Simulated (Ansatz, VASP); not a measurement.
BaTa2: VASP beside Ansatz

```xyz
3
Lattice="0.0000 3.3450 3.3450 3.3450 0.0000 3.3450 3.3450 3.3450 0.0000" Properties=species:S:1:pos:R:3 pbc="T T T"
Ba    0.0000    0.0000    0.0000
Ta    1.6725    1.6725    1.6725
Ta    5.0176    5.0176    5.0176
```

Alike in both runs: functional PBE; k mesh 12 × 12 × 12; occupations gaussian, width 0.1 eV; no spin polarisation.

Ansatz relaxed the structure, and its values are those at the end. VASP's run is a single point on that final structure, the one shown.

```csv
,VASP,Ansatz
version,VASP 6.6.1,Ansatz 0.2.0
potentials or method,"VASP PAW PBE potentials, release 64 (Ba_sv, Ta_pv), cutoff 520 eV","scalar-relativistic, plane waves, PAW"
valence electrons in the cell,32,36
```

|  | VASP | Ansatz | Ansatz less VASP |
| --- | --- | --- | --- |
| gap on the k mesh at the Fermi level (eV) | none | none | - |
| pressure (GPa) | 2.7 | 0.0 | -2.73 |

A gap of «none» marks a metal or a gap that the smearing closes. VASP's potentials hold 32 valence electrons a cell and Ansatz's 36, so a difference there can come from the potentials and not from the codes.

Neither program's run includes spin-orbit coupling.
